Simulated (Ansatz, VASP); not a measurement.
# BaMg3H4: VASP beside Ansatz

```
CELL_PARAMETERS angstrom
3.96554 0.00000 0.00000
-1.98277 3.43426 0.00000
0.00000 0.00000 10.02494
ATOMIC_POSITIONS crystal
Ba 0.00000 0.00000 0.68495
Mg 0.00000 0.00000 0.18587
Mg 0.33333 0.66667 0.40191
Mg 0.66667 0.33333 0.97591
H 0.00000 0.00000 0.98587
H 0.33333 0.66667 0.19403
H 0.00000 0.00000 0.37332
H 0.66667 0.33333 0.79320
```

Alike in both runs: functional PBE; k mesh 6 × 6 × 1; occupations gaussian, width 0.1 eV; no spin polarisation.

Ansatz relaxed the structure, and its values are those at the end. VASP's run is a single point on that final structure, the one shown.

|  | VASP | Ansatz |
| --- | --- | --- |
| version | VASP 6.6.1 | Ansatz 0.2.0 |
| potentials or method | VASP PAW PBE potentials, release 64 (Ba_sv, Mg, H), cutoff 520 eV | scalar-relativistic, plane waves, PAW |
| valence electrons in the cell | 20 | 44 |

VASP gave:

| Quantity | Value |
| --- | --- |
| gap on the k mesh at the Fermi level (eV) | none |
| pressure (GPa) | 0.1 |
| rms of the force components (eV/Å) | 0.016 |

Q: What did Ansatz give for the same quantities?

A: gap on the k mesh at the Fermi level (eV): none; pressure (GPa): 0.0; rms of the force components (eV/Å): 0.009.

A gap of «none» marks a metal or a gap that the smearing closes. VASP's potentials hold 20 valence electrons a cell and Ansatz's 44, so a difference there can come from the potentials and not from the codes.

The k mesh is coarse, so the values compare programs but aren't converged. Neither program's run includes spin-orbit coupling.
